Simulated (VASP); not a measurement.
Write the native input for VASP 6.6.1 that does the following.

- Task: relaxation of cell and atoms
- Functional: PBE
- Potentials or basis: VASP PAW PBE potentials, release 64 (Al, Sn_d)
- Cutoff: 600 eV
- k mesh: 4 × 4 × 4
- Occupations: gaussian, width 0.1 eV
- Spin: no spin polarisation
- Dipole correction: no
- Further INCAR settings: ALGO = Normal; EDIFF = 1e-06; IBRION = 2; EDIFFG = -0.04; NSW = 90; ISIF = 3

The structure of AlSn4 lies in POSCAR:

```
AlSn4
1.0
    4.8494660200      0.0000000000      0.0000000000
    0.0000000000      4.8494660200      0.0000000000
    0.0000000000      0.0000000000      4.8494660200
Al Sn
1 4
Direct
    0.5000000000      0.5000000000      0.5000000000
    0.0000000000      0.5000000000      0.5000000000
    0.5000000000      0.5000000000      0.0000000000
    0.5000000000      0.0000000000      0.5000000000
    0.0000000000      0.0000000000      0.0000000000
```

The cell was generated, and may not be a known phase.

The input as run:

INCAR

```
SYSTEM = AlSn4
PREC = Accurate ; ENCUT = 600
EDIFF = 1E-6 ; ISMEAR = 0
SIGMA = 0.1 ; LREAL = .False.
LASPH = .True. ; NELM = 80
ALGO = Normal ; ISIF = 3
LWAVE = .False. ; LCHARG = .False.
GGA = PE ; IBRION = 2
NSW = 90 ; EDIFFG = -0.04
```

KPOINTS

```
Automatic mesh
0
Gamma
  4 4 4
  0 0 0
```

Potentials or basis: VASP PAW PBE potentials, release 64 (Al, Sn_d).

Command:

```sh
$ cat potpaw_PBE.64/Al/POTCAR potpaw_PBE.64/Sn_d/POTCAR > POTCAR
$ mpirun -np 1 vasp_std > vasp.out
```

Results of the run:

```
Relaxed volume                        : 30.10 Å³/atom
Relaxed cell                          : a = 5.319 Å, b = 5.319 Å, c = 5.319 Å, α = 90.00°, β = 90.00°, γ = 90.00°
Space group after relaxing (to 0.1 Å) : Pm-3m (No. 221)
Energy gained by relaxing             : 379.3 meV/atom
Ionic steps                           : 3
Pressure after relaxing               : 0.2 GPa
Band gap on the k mesh                : zero (an odd number of electrons rules out a gap without spin polarisation)
```

Caveat: the volume moved by over 15 % at a fixed basis, so the end points are rough; spin-orbit coupling is left out, which moves the levels of the heavy elements.

Wall time 61 s on 1 thread of Intel(R) Xeon(R) 6975P-C (Granite Rapids) (shared host), peak memory 0.26 GiB.
